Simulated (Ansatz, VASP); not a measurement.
## LiTa4O: VASP beside Ansatz

Contents of INCAR:

```
PREC = Accurate ; ENCUT = 520
EDIFF = 1E-6 ; ISMEAR = 0
SIGMA = 0.1 ; LREAL = False
LASPH = True ; NELM = 80
ALGO = Normal ; ISIF = 2
LWAVE = False ; LCHARG = True
GGA = PE ; LELF = True
LVHAR = True ; NBANDS = 36
```

The input KPOINTS:

```
Automatic mesh
0
Gamma
  6 6 4
```

Contents of POSCAR:

```
LiTa4O
1.0
    5.1110285900      0.0000000000      0.0000000000
   -2.5555142900      4.4262805900      0.0000000000
    0.0000000000      0.0000000000      3.8595326800
Li Ta O
1 4 1
Direct
    0.0000000000      0.0000000000      0.0000000000
    0.6666666700      0.3333333300      0.0000000000
    0.5045495000      0.0090990000      0.5000000000
    0.9909010000      0.4954505000      0.5000000000
    0.5045495000      0.4954505000      0.5000000000
    0.3333333300      0.6666666700      0.0000000000
```

Input for Ansatz:

```yaml
crystal:
  lattice:
    - [5.11102859, 0.0, 0.0]
    - [-2.55551429, 4.42628059, 0.0]
    - [0.0, 0.0, 3.85953268]
  atoms:
    - { symbol: Li, position: [0.0, 0.0, 0.0] }
    - { symbol: Ta, position: [0.66666667, 0.33333333, 0.0] }
    - { symbol: Ta, position: [0.5045495, 0.009099, 0.5] }
    - { symbol: Ta, position: [0.990901, 0.4954505, 0.5] }
    - { symbol: Ta, position: [0.5045495, 0.4954505, 0.5] }
    - { symbol: O, position: [0.33333333, 0.66666667, 0.0] }
basis:
  ecutwfc: 420
kpoints:
  mp_grid: { grid: [6, 6, 4] }
hamiltonian:
  xc: pbe
scf:
  occupations: { method: gaussian, width: 0.1 }
  lower_state_search: "off"
output:
  forces: true
  stress: true
  eigenvalues: true
```

Change from the starting cell: species swapped into the NdGaCo4 type (P-6m2, No. 187).

Alike in both runs: task single point; functional PBE; k mesh 6 × 6 × 4; occupations gaussian, width 0.1 eV; no spin polarisation.

|  | VASP | Ansatz |
| --- | --- | --- |
| version | VASP 6.6.1 | Ansatz 0.2.0 |
| potentials or method | VASP PAW PBE potentials, release 64 (Li_sv, Ta_pv, O), cutoff 520 eV | scalar-relativistic, plane waves, PAW |
| valence electrons in the cell | 53 | 61 |

Ansatz gave:

```
gap on the k mesh at the Fermi level (eV) : none
rms of the force components (eV/Å)        : 1.836
```

**Question.** What did VASP give for the same quantities?

**Answer.** gap on the k mesh at the Fermi level (eV): none; rms of the force components (eV/Å): 1.878.

Atom by atom the forces differ by 0.042 eV/Å (rms over components). A gap of «none» marks a metal or a gap that the smearing closes. VASP's potentials hold 53 valence electrons a cell and Ansatz's 61, so a difference there can come from the potentials and not from the codes.

The k mesh is coarse, so the values compare programs but aren't converged. Neither program's run includes spin-orbit coupling. Noted on VASP's run: the cutoff is under 1.25 times that of the potentials, so the pressure is a little rough.
